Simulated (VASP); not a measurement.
Input of a VASP 6.6.1 run:

File INCAR:

```
SYSTEM = YbH3
  ALGO = Normal
  EDIFF = 1E-6
  ENCUT = 520
  GGA = CA
  ISIF = 2
  ISMEAR = -1
  LASPH = .TRUE.
  LCHARG = .FALSE.
  LREAL = .FALSE.
  LWAVE = .FALSE.
  NBANDS = 22
  NELM = 60
  PREC = Accurate
  SIGMA = 0.15
```

File KPOINTS:

```
k-points
0
G
  8 8 8
  0 0 0
```

File POSCAR:

```
YbH3
1.0
    0.0000000000      2.6049710000      2.6049710000
    2.6049710000      0.0000000000      2.6049710000
    2.6049710000      2.6049710000      0.0000000000
Yb H
1 3
Direct
    0.0000000000      0.0000000000      0.0000000000
    0.7500000000      0.7500000000      0.7500000000
    0.2500000000      0.2500000000      0.2500000000
    0.5000000000      0.5000000000      0.5000000000
```

Potentials or basis: VASP PAW PBE potentials, release 64 (Yb, H).

Command:

```bash
$ cat potpaw_PBE.64/Yb/POTCAR potpaw_PBE.64/H/POTCAR > POTCAR
$ mpirun -np 1 vasp_std > vasp.out
```

(1) Estimate the pressure.

Answers

(1) -11.3 GPa.

Caveat: the PAW data sets were made with another functional, which shifts forces and pressure a little.
